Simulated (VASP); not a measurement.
# CdS: phonons with r2SCAN

Crystal: CdS.

```xyz
2
Lattice="2.8194 2.8194 0.0000 -2.8194 2.8194 0.0000 0.0000 2.8194 2.8194" Properties=species:S:1:pos:R:3 pbc="T T T"
Cd    0.0000    0.0000    0.0000
S     1.4097    4.2291    1.4097
```

```json
{
 "Program": "VASP 6.6.1",
 "Task": "phonons",
 "Functional": "r2SCAN",
 "Potentials or basis": "VASP PAW PBE potentials, release 64 (Cd, S)",
 "Cutoff": "520 eV",
 "k mesh": "8 × 8 × 8",
 "Occupations": "gaussian, width 0.01 eV",
 "Spin": "no spin polarisation",
 "Dipole correction": "no",
 "Further INCAR settings": "ALGO = Normal; EDIFF = 1e-08; NBANDS = 16; IBRION = 6; POTIM = 0.015; NSW = 1"
}
```

```json
{
 "Highest phonon frequency at Γ, LO-TO splitting left out": "286 cm⁻¹"
}
```

Phonon frequencies in cm⁻¹ (negative: imaginary):
```csv
q point,frequencies
"(0.000, 0.000, 0.000)",0 0 0 286 286 286
```

It took 15 min on 1 thread of Intel(R) Xeon(R) Platinum 8488C (Sapphire Rapids), on a shared host, peak memory 0.26 GiB.

Caveat: the cell stands under pressure or tension, which shifts response properties.
